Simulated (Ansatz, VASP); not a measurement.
## One calculation of Ga2F, two programs

```
Ga F
1.0
     3.02311    0.00000    0.00000
    -1.51155    2.61809    0.00000
     0.00000    0.00000   13.19993
Ga F
4 2
Direct
  0.33333 0.66667 0.01485
  0.66667 0.33333 0.51485
  0.00000 0.00000 0.20194
  0.00000 0.00000 0.70194
  0.33333 0.66667 0.40821
  0.66667 0.33333 0.90821
```

Alike in both runs: functional PBE; k mesh 12 × 12 × 4; occupations gaussian, width 0.1 eV; no spin polarisation.

Ansatz relaxed the structure, and its values are those at the end. VASP's run is a single point on that final structure, the one shown.

|  | VASP | Ansatz |
| --- | --- | --- |
| version | VASP 6.6.1 | Ansatz 0.2.0 |
| potentials or method | VASP PAW PBE potentials, release 64 (Ga_d, F), cutoff 520 eV | scalar-relativistic, plane waves, PAW |
| valence electrons in the cell | 66 | 66 |

```csv
,VASP,Ansatz,Ansatz less VASP
gap on the k mesh at the Fermi level (eV),none,none,-
pressure (GPa),0.1,0.0,-0.06
rms of the force components (eV/Å),0.022,0.001,-0.0217
```

A gap of «none» marks a metal or a gap that the smearing closes. With one functional, cell and mesh, what is left measures potentials, basis and numerics.
